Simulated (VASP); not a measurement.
# CuO in VASP: a series of runs, part 3 of 3

VASP 6.6.1.

## (6) Single point, PBEsol

Contents of INCAR:

```
PREC = Accurate
ENCUT = 520
EDIFF = 1E-7
ISMEAR = 0
SIGMA = 0.1
LREAL = F
LASPH = T
NELM = 60
ALGO = Normal
ISIF = 2
LWAVE = F
LCHARG = F
GGA = PS
NBANDS = 25
```

Contents of KPOINTS:

```
regular mesh
0
Gamma
  4 4 2
```

Contents of POSCAR:

```
CuO
1.0
    2.3446500000     -1.7134000000      0.0000000000
    2.3446500000      1.7134000000      0.0000000000
   -0.8605500000      0.0000000000      5.0594400000
Cu O
2 2
Direct
    0.0032000000      0.4968000000      0.0000000000
    0.4968000000      0.0032000000      0.5000000000
    0.5714000000      0.4056000000      0.2537000000
    0.4056000000      0.5714000000      0.7537000000
```

Potentials or basis: VASP PAW PBE potentials, release 64 (Cu, O).

On the command line:

```console
$ cat potpaw_PBE.64/Cu/POTCAR potpaw_PBE.64/O/POTCAR > POTCAR
$ mpirun -np 1 vasp_std > vasp.out
```

OUTCAR:

```text
PREC = Accurate
   ENCUT = 520
   EDIFF = 1E-7
   ISMEAR = 0
   LREAL = F
   LASPH = T
   NELM = 60
   ISIF = 2
   GGA = PS

 ion  position               nearest neighbor table
   1  0.003  0.497  0.000-   4 1.91   3 1.93   4 1.98   3 2.02
   2  0.497  0.003  0.500-   3 1.91   4 1.93   3 1.98   4 2.02
   3  0.571  0.406  0.254-   2 1.91   1 1.93   2 1.98   1 2.02
   4  0.406  0.571  0.754-   1 1.91   2 1.93   1 1.98   2 2.02

  LATTYP: Found a base centered monoclinic cell.
 ALAT       =     4.6893000000
 B/A-ratio  =     0.7307700510
 C/A-ratio  =     1.0944283424
 COS(beta)  =    -0.1676798048

  Lattice vectors:

 A1 = (   2.3446500000,  -1.7134000000,   0.0000000000)
 A2 = (   2.3446500000,   1.7134000000,   0.0000000000)
 A3 = (  -0.8605500000,   0.0000000000,   5.0594400000)

Analysis of symmetry for initial positions (statically):
=====================================================================
 Subroutine PRICEL returns:
 Original cell was already a primitive cell.

 Routine SETGRP: Setting up the symmetry group for a
 base centered monoclinic supercell.

 Subroutine GETGRP returns: Found  2 space group operations
 (whereof  1 operations were pure point group operations)
 out of a pool of  4 trial point group operations.

The static configuration has the point symmetry C_1 .
 The point group associated with its full space group is C_1h.

Analysis of symmetry for dynamics (positions and initial velocities):
=====================================================================
 Subroutine PRICEL returns:
 Original cell was already a primitive cell.

 Routine SETGRP: Setting up the symmetry group for a
 base centered monoclinic supercell.

 Subroutine GETGRP returns: Found  2 space group operations
 (whereof  1 operations were pure point group operations)
 out of a pool of  4 trial point group operations.

The dynamic configuration has the point symmetry C_1 .
 The point group associated with its full space group is C_1h.

 Subroutine INISYM returns: Found  2 space group operations
 (whereof  1 operations are pure point group operations),
 and found     1 'primitive' translations

----------------------------------------------------------------------------------------

                                     Primitive cell

  volume of cell :      40.6508

  direct lattice vectors                    reciprocal lattice vectors
     2.344650000 -1.713400000  0.000000000     0.213251445 -0.291817439  0.036271510
     2.344650000  1.713400000  0.000000000     0.213251445  0.291817439  0.036271510
    -0.860550000  0.000000000  5.059440000     0.000000000  0.000000000  0.197650333

  length of vectors
     2.903984019  2.903984019  5.132102826     0.363248151  0.363248151  0.197650333

  position of ions in fractional coordinates (direct lattice)
     0.003200000  0.496800000  0.000000000
     0.496800000  0.003200000  0.500000000
     0.571400000  0.405600000  0.253700000
     0.405600000  0.571400000  0.753700000

  ion indices of the primitive-cell ions
   primitive index   ion index
                 1           1
                 2           2
                 3           3
                 4           4

----------------------------------------------------------------------------------------

 KPOINTS: regular mesh
[... 30 lines left out ...]
 -0.250000  0.250000  0.000000      2.000000
  0.500000  0.500000  0.000000      1.000000
  0.000000  0.000000  0.500000      1.000000
  0.250000  0.000000  0.500000      4.000000
  0.500000  0.000000  0.500000      2.000000
  0.250000  0.250000  0.500000      2.000000
  0.500000  0.250000  0.500000      4.000000
 -0.250000  0.250000  0.500000      2.000000
  0.500000  0.500000  0.500000      1.000000
   k-points           NKPTS =     14   k-points in BZ     NKDIM =     14   number of bands    NBANDS=     25
   number of dos      NEDOS =    301   number of ions     NIONS =      4
   total plane-waves  NPLWV =  23040
   dimension x,y,z NGX =    24 NGY =   24 NGZ =   40
   dimension x,y,z NGXF=    48 NGYF=   48 NGZF=   80
   ions per type =               2   2
   NGX,Y,Z   is equivalent  to a cutoff of  13.74, 13.74, 12.96 a.u.
   NGXF,Y,Z  is equivalent  to a cutoff of  27.48, 27.48, 25.91 a.u.
 SYSTEM =  unknown system
   PREC   = accura    normal or accurate (medium, high low for compatibility)
   ISTART =      0    job   : 0-new  1-cont  2-samecut
   ICHARG =      2    charge: 1-file 2-atom 10-const
   ISPIN  =      1    spin polarized calculation?
   LNONCOLLINEAR =      F non collinear calculations
   LSORBIT =      F    spin-orbit coupling
   LASPH  =      T    aspherical Exc in radial PAW
   ENCUT  =  520.0 eV  38.22 Ry    6.18 a.u.   5.40  5.40  9.54*2*pi/ulx,y,z
   NELM   =     60;   NELMIN=  2; NELMDL= -5     # of ELM steps
   EDIFF  = 0.1E-06   stopping-criterion for ELM
   LREAL  =      F    real-space projection
   EDIFFG = 0.1E-05   stopping-criterion for IOM
   NSW    =      0    number of steps for IOM
   IBRION =     -1    ionic relax: 0-MD 1-quasi-New 2-CG
   NFREE  =      0    steps in history (QN), initial steepest desc. (CG)
   ISIF   =      2    stress and relaxation
   ISYM   =      2    0-nonsym 1-usesym 2-fastsym
   POTIM  = 0.5000    time-step for ionic-motion
   TEBEG  =    0.0;   TEEND  =   0.0 temperature during run
   PSTRESS=    0.0 pullay stress
   NELECT =      34.0000    total number of electrons
   NUPDOWN=      -1.0000    fix difference up-down
   EMIN   =  10.00;   EMAX   =-10.00  energy-range for DOS
   EFERMI =   0.00;   METHOD = LEGACY
   ISMEAR =     0;   SIGMA  =   0.10  broadening in eV -4-tet -1-fermi 0-gaus
   EFERMI_NEDOS =   21; number of points for ismear=-14 and -15
   IALGO  =     38    algorithm
   IMIX   =      4    mixing-type and parameters
     AMIX     =   0.40;   BMIX     =  1.00
     AMIX_MAG =   1.60;   BMIX_MAG =  1.00
  volume/ion in A,a.u.               =      10.16        68.58
  Fermi-wavevector in a.u.,A,eV,Ry     =   1.542451  2.914810 32.370373  2.379155
  Thomas-Fermi vector in A             =   2.648254
   LORBIT       =      0    0 simple, 1 ext, 2 COOP (PROOUT), +10 PAW based schemes
   GGA     = PS    functional components
   LHFCALC =     F    Hartree Fock is set to
   AEXX    =    0.0000 exact exchange contribution
   IVDW    =     0    specifies the selected vdW correction
   LEPSILON=     F    determine dielectric tensor
   LRPA    =     F    only Hartree local field effects (RPA)
 non-spin polarized calculation
 Gauss-broadening in eV      SIGMA  =   0.10
  energy-cutoff  :      520.00
  volume of cell :       40.65
 maximum number of plane-waves:      1129
 NGX is ok and might be reduce to    24
   NGX = 11   NGY = 11   NGZ = 19

 number of electron      33.9999999 magnetization

 Free energy of the ion-electron system (eV)
  ---------------------------------------------------
  ext. energy  EPLUGINS =         0.00000000
  ---------------------------------------------------
  free energy    TOTEN  =       -21.33847274 eV

  energy without entropy =      -21.32212736  energy(sigma->0) =      -21.33030005

 E-fermi :   5.4865     XC(G=0): -12.1690

 val. band max:        5.4757223440   @ k =   0.5000   0.0000   0.0000
 cond. band min:       5.5075630159   @ k =   0.2500   0.2500   0.5000
 fundamental gap:      0.0318406718
 Fermi energy:         5.4865157784

 k-point     1 :       0.0000    0.0000    0.0000
  band No.  band energies     occupation
      1     -14.3389      2.00000
      2     -12.9948      2.00000
      3      -2.6749      2.00000
      4      -0.0439      2.00000
      5       0.3159      2.00000
      6       2.1291      2.00000
[... 381 lines left out ...]
     24      18.2940      0.00000
     25      21.3037      0.00000

------------------------ aborting loop because EDIFF is reached ----------------------------------------

  FORCE on cell =-STRESS in cart. coord.  units (eV):
  Direction    XX          YY          ZZ          XY          YZ          ZX
  --------------------------------------------------------------------------------------
  -------------------------------------------------------------------------------------
  Total       -0.6559874     -0.0568358     -0.9758460      0.0000000      0.0000000     -0.1824419
  in kB      -25.8545417     -2.2400788    -38.4611838      0.0000000      0.0000000     -7.1906132
  external PRESSURE =     -22.1852681 kB  Pullay stress =       0.0000000 kB

 VOLUME and BASIS-vectors are now :
 -----------------------------------------------------------------------------
  energy-cutoff  :      520.00
  volume of cell :       40.65
      direct lattice vectors                 reciprocal lattice vectors
     2.344650000 -1.713400000  0.000000000     0.213251445 -0.291817439  0.036271510
     2.344650000  1.713400000  0.000000000     0.213251445  0.291817439  0.036271510
    -0.860550000  0.000000000  5.059440000     0.000000000  0.000000000  0.197650333

 POSITION                                       TOTAL-FORCE (eV/Angst)
 -----------------------------------------------------------------------------------
      1.17233      0.84573      0.00000        -0.619145      0.349496      0.231077
      0.74205     -0.84573      2.52972        -0.619145     -0.349496      0.231077
      2.07240     -0.28408      1.28358         0.619145      0.369185     -0.231077
      1.64213      0.28408      3.81330         0.619145     -0.369185     -0.231077
 -----------------------------------------------------------------------------------
    total drift:                               -0.000175      0.000000     -0.000501

  FREE ENERGIE OF THE ION-ELECTRON SYSTEM (eV)
  ---------------------------------------------------
  free  energy   TOTEN  =       -21.3384727352 eV

  energy  without entropy=      -21.3221273650  energy(sigma->0) =      -21.33030005
```

stdout:

```text
POSCAR found type information on POSCAR CuO
 POSCAR found :  2 types and       4 ions
 scaLAPACK will be used
 -----------------------------------------------------------------------------
|                                                                             |
|                                                                             |
|     You enforced a specific xc type in the INCAR file but a different       |
|     I HOPE YOU KNOW WHAT YOU ARE DOING!                                     |
|                                                                             |
 -----------------------------------------------------------------------------

 LDA part: xc-table for (Slater+PW92), standard interpolation
 POSCAR, INCAR and KPOINTS ok, starting setup
 FFT: planning ... GRIDC
 FFT: planning ... GRID_SOFT
 FFT: planning ... GRID
 WAVECAR not read
 entering main loop
```

Wall time 10 s (1 thread of AMD EPYC 9R45 (Zen 5), shared host); peak memory 0.13 GiB.

Results:

```yaml
Free_energy: -21.3385 eV
Pressure: -2.2 GPa
Largest_force: 0.757 eV/Å
Band_gap_on_the_k_mesh: zero (band 17 reaches 5.76 eV, above the bottom of band 18 at 5.07 eV)
```

Forces on the atoms (eV/Å):
```
Cu  -0.619  0.349  0.231
Cu  -0.619 -0.349  0.231
O    0.619  0.369 -0.231
O    0.619 -0.369 -0.231
```

Stress tensor (GPa, compression positive):
```
-2.59  0.00 -0.72
 0.00 -0.22  0.00
-0.72  0.00 -3.85
```

Levels at points of the mesh, in eV from the Fermi level:
```tsv
k point	band 15	band 16	band 17	band 18	band 19	band 20
(0.00, 0.00, 0.00)	-2.08	-1.60	0.24	0.95	1.68	5.94
(0.50, 0.00, 0.00)	-1.44	-1.35	-0.01	0.31	4.83	6.24
(0.50, 0.50, 0.00)	-1.65	-1.17	-0.61	1.09	3.29	6.98
(0.00, 0.00, 0.50)	-1.42	-1.42	0.27	0.27	3.89	3.89
(0.50, 0.00, 0.50)	-1.69	-1.54	-0.06	0.76	5.07	6.49
(0.50, 0.50, 0.50)	-1.25	-1.25	-0.40	-0.40	5.16	5.16
```

Caveat: the k points lie up to 0.62 Å⁻¹ apart; the PAW data sets were made with another functional, which shifts forces and pressure a little; semilocal functionals often make such compounds metallic where correlation or magnetic order opens a gap, which also shifts bond lengths. With open d or f shells a metallic result of PBEsol can be an artefact of self-interaction; +U or a hybrid may open a gap.

## (7) Overview

```csv
cell,k mesh,gap on the mesh (eV),pressure (GPa),largest force (eV/Å)
"a = 2.904, b = 2.904, c = 5.132 Å, angles 97.8, 97.8, 72.3°, 4 atoms",1 × 1 × 1,0.26,-2.8,1.68
"a = 2.899, b = 2.866, c = 5.156 Å, angles 98.1, 98.6, 72.1°, 4 atoms",1 × 1 × 1,0.28,-1.4,1.57
"a = 2.904, b = 2.904, c = 5.132 Å, angles 97.8, 97.8, 72.3°, 4 atoms",2 × 2 × 2,none,1.7,0.67
"a = 2.899, b = 2.866, c = 5.156 Å, angles 98.1, 98.6, 72.1°, 4 atoms",2 × 2 × 2,none,3.2,0.42
"a = 2.904, b = 2.904, c = 5.132 Å, angles 97.8, 97.8, 72.3°, 4 atoms",4 × 4 × 2,none,-2.2,0.76
```

Alike in all rows: task single point; level PBEsol; potentials or basis VASP PAW PBE potentials, release 64 (Cu, O); no spin polarisation; cutoff (eV) 520; smearing gaussian 0.1 eV.

Caveats: all runs use coarse meshes; the PAW data sets were made with another functional, which shifts forces and pressure a little; semilocal functionals often make such compounds metallic where correlation or magnetic order opens a gap, which also shifts bond lengths (some runs).

Total energies depend on the potentials used, so only differences within one code and one set of settings carry meaning.
